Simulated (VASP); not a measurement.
Here is a VASP 6.6.1 calculation.

POSCAR

```
DyBPd3
1.0
    4.1320000000      0.0000000000      0.0000000000
    0.0000000000      4.1320000000      0.0000000000
    0.0000000000      0.0000000000      4.1320000000
Dy Pd B
1 3 1
Direct
    0.0000000000      0.0000000000      0.0000000000
    0.0000000000      0.5000000000      0.5000000000
    0.5000000000      0.0000000000      0.5000000000
    0.5000000000      0.5000000000      0.0000000000
    0.5000000000      0.5000000000      0.5000000000
```

The input INCAR.step1:

```
ALGO = Normal
EDIFF = 1E-4
ENCUT = 520
GGA = PE
ISMEAR = 0
ISPIN = 2
LASPH = True
LCHARG = False
LMAXMIX = 6
LREAL = False
LWAVE = True
MAGMOM = 5 1 1 1 0
NBANDS = 38
NELM = 150
PREC = Accurate
SIGMA = 0.1
```

File INCAR.step2:

```
ALGO = Normal
EDIFF = 1E-6
ENCUT = 520
ISIF = 2
ISMEAR = 0
ISPIN = 2
ISTART = 1
LASPH = True
LCHARG = False
LMAXMIX = 6
LMIXTAU = True
LORBIT = 11
LREAL = False
LWAVE = False
MAGMOM = 5 1 1 1 0
METAGGA = R2SCAN
NBANDS = 38
NELM = 150
PREC = Accurate
SIGMA = 0.1
```

KPOINTS

```
k-points
0
Gamma
  5 5 5
```

Potentials or basis: VASP PAW PBE potentials, release 64 (Dy, Pd, B).

The run is started by

```console
$ cat potpaw_PBE.64/Dy/POTCAR potpaw_PBE.64/Pd/POTCAR potpaw_PBE.64/B/POTCAR > POTCAR
$ cp INCAR.step1 INCAR
$ mpirun -np 1 vasp_std > vasp.out
$ cp INCAR.step2 INCAR
$ mpirun -np 1 vasp_std > vasp.out
```

Problem. What does it give for the net moment?

Solution. 4.85 μB per cell.

Problem. Estimate the site moments.

Solution. Dy +4.53; Pd +0.04; B +0.02 μB.

Problem. Estimate the pressure.

Solution. 23.2 GPa.

Caveat: the magnetic or orbital state may not be the lowest; the cell stands under pressure; the PAW data sets were made with another functional, which shifts forces and pressure a little. The state reached can hang on the start; a lower one may exist.
